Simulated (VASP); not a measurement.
# SiO2 (Immm) in VASP: single point with HSE06

Aim: the single point of SiO2 with HSE06.

All numbers are computed with VASP 6.6.1; they aren't measurements. Logs are shortened: lines on timing, memory, paths and dates and some standing lists are left out, and cuts for length are marked.

**1. The cell of the first run**

Symmetry: Immm, No. 71, orthorhombic system. The conventional cell has a = 3.120 Å, b = 3.284 Å, c = 4.528 Å, α = 90.00°, β = 90.00°, γ = 90.00°. Si (site symmetry mmm) has 8 O at 1.92 to 2.00 Å within 2.5 Å. O (site symmetry mm2) has 4 Si at 1.92 to 2.00 Å and 6 O at 2.25 to 2.28 Å within 2.5 Å.

**2. Single point, HSE06 (shear xy strain -5.1%)**

POSCAR

```
SiO2
1.0
   -0.0579627293      2.2641691115      2.2641691115
    2.2641691115     -0.0579627293      2.2641691115
    2.2062063822      2.2062063822      0.0000000000
Si O
1 2
Direct
    0.0000000000      0.0000000000      0.0000000000
    0.2481656933      0.2481656933      0.2518343067
    0.7518343067      0.7518343067      0.7481656933
```

INCAR.step1

```
SYSTEM = SiO2
ALGO = Normal
EDIFF = 1E-5
ENCUT = 520
GGA = PE
GGA_COMPAT = .FALSE.
ISIF = 2
ISMEAR = 0
LASPH = .TRUE.
LCHARG = .FALSE.
LREAL = .FALSE.
LWAVE = .TRUE.
NBANDS = 15
NELM = 120
PREC = Accurate
SIGMA = 0.01
```

INCAR.step2

```
SYSTEM = SiO2
ALGO = Normal
EDIFF = 1E-6
ENCUT = 520
GGA = PE
GGA_COMPAT = .FALSE.
HFSCREEN = 0.2079
ISIF = 2
ISMEAR = 0
ISTART = 1
LASPH = .TRUE.
LCHARG = .FALSE.
LHFCALC = .TRUE.
LREAL = .FALSE.
LWAVE = .FALSE.
NBANDS = 15
NELM = 120
PREC = Accurate
PRECFOCK = Normal
SIGMA = 0.01
```

KPOINTS

```
k-points
0
G
  6 6 6
  0 0 0
```

Potentials or basis: VASP PAW PBE potentials, release 64 (Si, O).

Launch:

```
> cat potpaw_PBE.64/Si/POTCAR potpaw_PBE.64/O/POTCAR > POTCAR
> cp INCAR.step1 INCAR
> mpirun -np 1 vasp_std > vasp.out
> cp INCAR.step2 INCAR
> mpirun -np 1 vasp_std > vasp.out
```

OUTCAR:

```text
SYSTEM = SiO2
   EDIFF = 1E-6
   ENCUT = 520
   GGA = PE
   HFSCREEN = 0.2079
   ISIF = 2
   ISMEAR = 0
   ISTART = 1
   LASPH = .TRUE.
   LHFCALC = .TRUE.
   LREAL = .FALSE.
   NELM = 120
   PREC = Accurate
   PRECFOCK = Normal

 ion  position               nearest neighbor table
   1  0.000  0.000  0.000-   3 1.92   2 1.92   3 1.92   2 1.92   3 2.00   3 2.00   2 2.00   2 2.00

   2  0.248  0.248  0.252-   1 1.92   1 1.92   1 2.00   1 2.00
   3  0.752  0.752  0.748-   1 1.92   1 1.92   1 2.00   1 2.00

  LATTYP: Found a body centered orthorhombic cell.
 ALAT       =     3.1200469871
 B/A-ratio  =     1.0525451560
 C/A-ratio  =     1.4513685985

  Lattice vectors:

 A1 = (   0.0579627293,  -2.2641691115,  -2.2641691115)
 A2 = (  -0.0579627293,   2.2641691115,  -2.2641691115)
 A3 = (   2.2641691115,  -0.0579627293,   2.2641691115)

Analysis of symmetry for initial positions (statically):
=====================================================================
 Subroutine PRICEL returns:
 Original cell was already a primitive cell.

 Routine SETGRP: Setting up the symmetry group for a
 body centered orthorhombic supercell.

 Subroutine GETGRP returns: Found  8 space group operations
 (whereof  8 operations were pure point group operations)
 out of a pool of  8 trial point group operations.

The static configuration has the point symmetry D_2h.

Analysis of symmetry for dynamics (positions and initial velocities):
=====================================================================
 Subroutine PRICEL returns:
 Original cell was already a primitive cell.

 Routine SETGRP: Setting up the symmetry group for a
 body centered orthorhombic supercell.

 Subroutine GETGRP returns: Found  8 space group operations
 (whereof  8 operations were pure point group operations)
 out of a pool of  8 trial point group operations.

The dynamic configuration has the point symmetry D_2h.

 Subroutine INISYM returns: Found  8 space group operations
 (whereof  8 operations are pure point group operations),
 and found     1 'primitive' translations

----------------------------------------------------------------------------------------

                                     Primitive cell

  volume of cell :      23.1991

  direct lattice vectors                    reciprocal lattice vectors
    -0.057962729  2.264169112  2.264169112    -0.215319385  0.215319385  0.220831561
     2.264169112 -0.057962729  2.264169112     0.215319385 -0.215319385  0.220831561
     2.206206382  2.206206382  0.000000000     0.226633376  0.226633376 -0.220831561

  length of vectors
     3.202543241  3.202543241  3.120046987     0.376153497  0.376153497  0.389219671

  position of ions in fractional coordinates (direct lattice)
     0.000000000  0.000000000  0.000000000
     0.248165693  0.248165693  0.251834307
     0.751834307  0.751834307  0.748165693

  ion indices of the primitive-cell ions
   primitive index   ion index
                 1           1
                 2           2
                 3           3

----------------------------------------------------------------------------------------

 KPOINTS: k-points

Automatic generation of k-mesh.
 Grid dimensions read from file:
 generate k-points for:    6    6    6

 Generating k-lattice:

  Cartesian coordinates                     Fractional coordinates (reciprocal lattice)
    -0.035886564  0.035886564  0.036805260     0.166666667  0.000000000  0.000000000
     0.035886564 -0.035886564  0.036805260     0.000000000  0.166666667  0.000000000
     0.037772229  0.037772229 -0.036805260     0.000000000  0.000000000  0.166666667

  Length of vectors
     0.062692250  0.062692250  0.064869945

  Shift w.r.t. Gamma in fractional coordinates (k-lattice)
     0.000000000  0.000000000  0.000000000

 Subroutine IBZKPT returns following result:
 ===========================================

 Found     46 irreducible k-points:

 Following reciprocal coordinates:
            Coordinates               Weight
  0.000000  0.000000  0.000000      1.000000
  0.166667 -0.000000  0.000000      4.000000
  0.333333 -0.000000  0.000000      4.000000
  0.500000  0.000000  0.000000      2.000000
  0.166667  0.166667  0.000000      2.000000
  0.333333  0.166667  0.000000      4.000000
[... 16 lines left out ...]
 -0.166667  0.333333  0.166667      4.000000
  0.500000  0.500000  0.166667      4.000000
 [... further k-points ...]
   k-points           NKPTS =     46   k-points in BZ     NKDIM =    216   number of bands    NBANDS=     15
   number of dos      NEDOS =    301   number of ions     NIONS =      3
   total plane-waves  NPLWV =  13824
   dimension x,y,z NGX =    24 NGY =   24 NGZ =   24
   dimension x,y,z NGXF=    48 NGYF=   48 NGZF=   48
   ions per type =               1   2
   NGX,Y,Z   is equivalent  to a cutoff of  12.46, 12.46, 12.79 a.u.
   NGXF,Y,Z  is equivalent  to a cutoff of  24.92, 24.92, 25.58 a.u.
 SYSTEM =  SiO2
   PREC   = accura    normal or accurate (medium, high low for compatibility)
   ISTART =      1    job   : 0-new  1-cont  2-samecut
   ICHARG =      0    charge: 1-file 2-atom 10-const
   ISPIN  =      1    spin polarized calculation?
   LNONCOLLINEAR =      F non collinear calculations
   LSORBIT =      F    spin-orbit coupling
   LASPH  =      T    aspherical Exc in radial PAW
   ENCUT  =  520.0 eV  38.22 Ry    6.18 a.u.   5.95  5.95  5.80*2*pi/ulx,y,z
   NELM   =    120;   NELMIN=  2; NELMDL=  0     # of ELM steps
   EDIFF  = 0.1E-05   stopping-criterion for ELM
   LREAL  =      F    real-space projection
   EDIFFG = 0.1E-04   stopping-criterion for IOM
   NSW    =      0    number of steps for IOM
   IBRION =     -1    ionic relax: 0-MD 1-quasi-New 2-CG
   NFREE  =      0    steps in history (QN), initial steepest desc. (CG)
   ISIF   =      2    stress and relaxation
   ISYM   =      3    0-nonsym 1-usesym 2-fastsym
   POTIM  = 0.5000    time-step for ionic-motion
   TEBEG  =    0.0;   TEEND  =   0.0 temperature during run
   PSTRESS=    0.0 pullay stress
   NELECT =      16.0000    total number of electrons
   NUPDOWN=      -1.0000    fix difference up-down
   EMIN   =  10.00;   EMAX   =-10.00  energy-range for DOS
   EFERMI =   0.00;   METHOD = LEGACY
   ISMEAR =     0;   SIGMA  =   0.01  broadening in eV -4-tet -1-fermi 0-gaus
   EFERMI_NEDOS =   21; number of points for ismear=-14 and -15
   IALGO  =     38    algorithm
   IMIX   =      1    mixing-type and parameters
     AMIX     =   0.40;   BMIX     =  1.00
     AMIX_MAG =   1.60;   BMIX_MAG =  1.00
  volume/ion in A,a.u.               =       7.73        52.19
  Fermi-wavevector in a.u.,A,eV,Ry     =   1.446408  2.733315 28.464703  2.092097
  Thomas-Fermi vector in A             =   2.564480
   LORBIT       =      0    0 simple, 1 ext, 2 COOP (PROOUT), +10 PAW based schemes
   GGA     = PE    functional components
   LHFCALC =     T    Hartree Fock is set to
   PRECFOCK=normal    Normal, Fast or Accurate (Low or Medium for compatibility)
   ENCUT4O =  -1.0   cutoff for four orbital integrals eV
   NKREDX  =     1    reduce k-point grid by
   NKREDY  =     1    reduce k-point grid by
   NKREDZ  =     1    reduce k-point grid by
   AEXX    =    0.2500 exact exchange contribution
   HFSCREEN=    0.2079 screening length (either q_TF or 0.3 A-1)
   HFSCREENC=   0.2079 screening length for correlation (either q_TF or 0.3 A-1)
   ENCUTFOCK=  -1.0 apply spherical cutoff to Coloumb kernel
   IVDW    =     0    specifies the selected vdW correction
   LEPSILON=     F    determine dielectric tensor
   LRPA    =     F    only Hartree local field effects (RPA)
 non-spin polarized calculation
 Gauss-broadening in eV      SIGMA  =   0.01
  energy-cutoff  :      520.00
  volume of cell :       23.20
 maximum number of plane-waves:       642
  NGX = 18; NGY = 18; NGZ = 18

 number of electron      16.0000004 magnetization

 Free energy of the ion-electron system (eV)
  ---------------------------------------------------
  ext. energy  EPLUGINS =         0.00000000
  ---------------------------------------------------
  free energy    TOTEN  =       -25.04366189 eV

  energy without entropy =      -25.04366189  energy(sigma->0) =      -25.04366189

 E-fermi :   8.7250     XC(G=0): -10.1508

 val. band max:        8.5809600567   @ k =   0.5000   0.5000   0.0000
 cond. band min:      12.2172781885   @ k =   0.5000  -0.0000   0.5000
 fundamental gap:      3.6363181318
 Fermi energy:         8.7249962332

 k-point     1 :       0.0000    0.0000    0.0000
  band No.  band energies     occupation
      1     -16.3274      2.00000
      2      -9.1113      2.00000
      3       2.1927      2.00000
      4       2.3134      2.00000
      5       2.4944      2.00000
      6       5.8015      2.00000
      7       6.1500      2.00000
      8       6.5085      2.00000
      9      12.3946      0.00000
     10      15.4912      0.00000
     11      16.2989      0.00000
     12      17.0354      0.00000
     13      22.8959      0.00000
     14      22.9350      0.00000
     15      25.2513      0.00000

 k-point     2 :       0.1667   -0.0000    0.0000
  band No.  band energies     occupation
      1     -15.9208      2.00000
      2      -9.6700      2.00000
      3       2.0044      2.00000
      4       2.3489      2.00000
      5       2.5129      2.00000
      6       5.1675      2.00000
      7       5.3658      2.00000
      8       5.7969      2.00000
      9      13.9128      0.00000
     10      16.1730      0.00000
     11      16.8490      0.00000
     12      17.7617      0.00000
     13      23.6075      0.00000
     14      23.7291      0.00000
     15      26.5433      0.00000

 k-point     3 :       0.3333   -0.0000    0.0000
  band No.  band energies     occupation
      1     -14.7641      2.00000
      2     -11.1411      2.00000
      3       1.5521      2.00000
      4       2.6692      2.00000
      5       2.6836      2.00000
      6       3.7007      2.00000
      7       4.4313      2.00000
      8       4.6182      2.00000
      9      15.6283      0.00000
     10      18.5009      0.00000
     11      18.6670      0.00000
     12      19.7191      0.00000
     13      24.4540      0.00000
     14      24.8557      0.00000
     15      27.4559      0.00000

 k-point     4 :       0.5000    0.0000    0.0000
  band No.  band energies     occupation
      1     -13.2635      2.00000
      2     -12.8044      2.00000
      3       1.3506      2.00000
      4       2.9127      2.00000
      5       3.0184      2.00000
      6       3.3780      2.00000
      7       3.6531      2.00000
      8       3.8236      2.00000
      9      16.3295      0.00000
     10      20.1011      0.00000
     11      20.1957      0.00000
     12      21.3367      0.00000
     13      24.0825      0.00000
     14      24.6346      0.00000
     15      26.9897      0.00000
[... 307 lines left out ...]
 k-point    22 :      -0.3333    0.3333    0.1667
  band No.  band energies     occupation
      1     -12.7281      2.00000
      2     -12.5146      2.00000
      3      -2.1476      2.00000
      4      -0.7087      2.00000
      5       3.2837      2.00000
      6       3.3288      2.00000
      7       7.1724      2.00000
      8       7.5979      2.00000
      9      15.4399      0.00000
     10      18.9726      0.00000
     11      20.9795      0.00000
     12      21.3435      0.00000
     13      23.1827      0.00000
     14      26.2202      0.00000
     15      30.0376      0.00000

 k-point    23 :      -0.1667    0.3333    0.1667
  band No.  band energies     occupation
      1     -13.9577      2.00000
      2     -11.4355      2.00000
      3      -1.3076      2.00000
      4      -0.1879      2.00000
      5       2.1187      2.00000
      6       4.8167      2.00000
      7       6.5026      2.00000
      8       7.4601      2.00000
      9      14.6310      0.00000
     10      18.4334      0.00000
     11      20.6662      0.00000
     12      21.4724      0.00000
     13      22.6293      0.00000
     14      26.0243      0.00000
     15      30.4168      0.00000

 k-point    24 :       0.5000    0.5000    0.1667
  band No.  band energies     occupation
      1     -13.4462      2.00000
      2     -11.4056      2.00000
      3      -2.8419      2.00000
      4       0.0310      2.00000
      5       0.2172      2.00000
      6       6.3180      2.00000
      7       7.1942      2.00000
      8       7.9486      2.00000
      9      13.5874      0.00000
     10      19.0417      0.00000
     11      21.6929      0.00000
     12      22.2887      0.00000
     13      23.4426      0.00000
     14      26.7648      0.00000
     15      29.5737      0.00000

 [... further k-points ...]

------------------------ aborting loop because EDIFF is reached ----------------------------------------

  FORCE on cell =-STRESS in cart. coord.  units (eV):
  Direction    XX          YY          ZZ          XY          YZ          ZX
  --------------------------------------------------------------------------------------
  -------------------------------------------------------------------------------------
  Total       -0.4779646     -0.4779646     -0.4335201     -0.9499245      0.0000000      0.0000000
  in kB      -33.0091554    -33.0091554    -29.9397346    -65.6036216      0.0000000      0.0000000
  external PRESSURE =     -31.9860151 kB  Pullay stress =       0.0000000 kB

 VOLUME and BASIS-vectors are now :
 -----------------------------------------------------------------------------
  energy-cutoff  :      520.00
  volume of cell :       23.20
      direct lattice vectors                 reciprocal lattice vectors
    -0.057962729  2.264169112  2.264169112    -0.215319385  0.215319385  0.220831561
     2.264169112 -0.057962729  2.264169112     0.215319385 -0.215319385  0.220831561
     2.206206382  2.206206382  0.000000000     0.226633376  0.226633376 -0.220831561

 POSITION                                       TOTAL-FORCE (eV/Angst)
 -----------------------------------------------------------------------------------
      0.00000      0.00000      0.00000         0.000000      0.000000     -0.000000
      1.10310      1.10310      1.12378        -0.000000     -0.000000     -0.026970
      3.30931      3.30931      3.40456         0.000000      0.000000      0.026970
 -----------------------------------------------------------------------------------
    total drift:                               -0.000001      0.000001      0.000005

  FREE ENERGIE OF THE ION-ELECTRON SYSTEM (eV)
  ---------------------------------------------------
  free  energy   TOTEN  =       -25.0436618899 eV

  energy  without entropy=      -25.0436618899  energy(sigma->0) =      -25.04366189
```

Wall time 60 min (1 thread of AMD EPYC 7R43 (Zen 3), shared host); peak memory 0.22 GiB.

Results:

| Item | Value |
| --- | --- |
| Free energy | -25.0437 eV |
| Pressure | -3.2 GPa |
| Largest force | 0.027 eV/Å |
| Band gap on the k mesh | 3.64 eV |

Forces in eV/Å, atoms in the order of the input:
```
Si   0.000  0.000  0.000
O    0.000  0.000 -0.027
O    0.000  0.000  0.027
```

Caveat: the cell differs from its parent crystal (shear xy strain -5.1%); the cell stands under tension; the structure was generated, so it needn't be the stable form of SiO2; the PAW data sets were made with another functional, which shifts forces and pressure a little. A k mesh can miss the band edges.
